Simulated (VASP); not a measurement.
CdHgS2:

```
Cd S Hg
1.0
     4.18085    0.00000    0.00000
     0.00000    4.18085    0.00000
     0.00000    0.00000    5.88430
Cd S Hg
1 2 1
Direct
  0.00000 0.00000 0.00000
  0.00000 0.50000 0.24656
  0.50000 0.00000 0.75344
  0.50000 0.50000 0.50000
```

Base run:

* Program: VASP 6.6.1
* Functional: PBEsol
* Potentials or basis: VASP PAW PBE potentials, release 64 (Cd, S, Hg)
* Cutoff: 500 eV
* k mesh: 4 × 4 × 4
* Occupations: gaussian, width 0.01 eV
* Spin: no spin polarisation

Its results: band gap on the k mesh 0.15 eV, direct; pressure -1.2 GPa; largest force 0.010 eV/Å.

**Question.** The run is repeated on the same cell with these changes: functional from PBEsol to LDA; potentials or basis from VASP PAW PBE potentials, release 64 (Cd, S, Hg) to VASP PAW LDA potentials, release 64 (Cd, S, Hg). What comes out?

**Answer.** Band gap on the k mesh 0.05 eV, direct; pressure -3.1 GPa; largest force 0.007 eV/Å.

Caveats: spin-orbit coupling is left out, which moves the levels of the heavy elements; the PAW data sets were made with another functional, which shifts forces and pressure a little (some runs).

